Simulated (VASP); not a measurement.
Tl, 2 atoms in the cell. Symmetry: P6_3/mmc, No. 194, hexagonal system. The conventional cell has a = 3.593 Å, b = 3.593 Å, c = 5.730 Å, α = 90.00°, β = 90.00°, γ = 120.00°. Tl (site symmetry -6m2) has 12 Tl at 3.54 to 3.59 Å within 4.6 Å. 

- Program: VASP 6.6.1
- Task: single point
- Functional: PBEsol
- Potentials or basis: VASP PAW PBE potentials, release 64 (Tl_d)
- Cutoff: 520 eV
- k mesh: 17 × 17 × 10
- Occupations: fermi-dirac, width 0.1 eV
- Spin: no spin polarisation
- Dipole correction: no
- Further INCAR settings: ALGO = Normal; EDIFF = 1e-07; NBANDS = 20

Potentials or basis: VASP PAW PBE potentials, release 64 (Tl_d).

Run with:

```bash
$ cat potpaw_PBE.64/Tl_d/POTCAR > POTCAR
$ mpirun -np 1 vasp_std > vasp.out
```

Hardware: 1 thread of Intel(R) Xeon(R) 6975P-C (Granite Rapids) (shared host).

How long does it take, and how much memory?

Wall time 61 s on 1 thread of Intel(R) Xeon(R) 6975P-C (Granite Rapids), with other jobs on the host, peak memory 0.33 GiB. Counts: scf iterations 11, k points 198.
